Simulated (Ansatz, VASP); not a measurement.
# One calculation of WC, two programs

```xyz
2
Lattice="2.9150 0.0000 0.0000 -1.4575 2.4993 0.0000 0.0000 0.0000 2.8290" Properties=species:S:1:pos:R:3 pbc="T T T"
W     0.0000    0.0000    0.0000
C     1.4575    0.8331    1.4145
```

Change from the starting cell: strain +0.0050 x Voigt [1, -1, 0, 0, 0, 0], atoms carried along.

Alike in both runs: task single point; functional PBEsol; k mesh 18 × 18 × 16; occupations gaussian, width 0.15 eV; no spin polarisation.

```csv
,VASP,Ansatz
version,VASP 6.6.1,Ansatz 0.2.0
potentials or method,"VASP PAW PBE potentials, release 64 (W_sv, C), cutoff 520 eV","scalar-relativistic, plane waves, PAW"
valence electrons in the cell,18,18
```

|  | VASP | Ansatz | Ansatz less VASP |
| --- | --- | --- | --- |
| gap on the k mesh at the Fermi level (eV) | none | none | - |
| pressure (GPa) | 0.6 | -0.7 | -1.27 |
| traceless stress, the component that is largest in VASP (GPa) | -2.68 | -2.55 | +0.130 |
| rms of the force components (eV/Å) | 0.035 | 0.034 | -0.0009 |

VASP's potentials were made for PBE, not for PBEsol. Atom by atom the forces differ by 0.001 eV/Å (rms over components). A gap of «none» marks a metal or a gap that the smearing closes. With one functional, cell and mesh, what is left measures potentials, basis and numerics.

Spin-orbit coupling is off throughout.
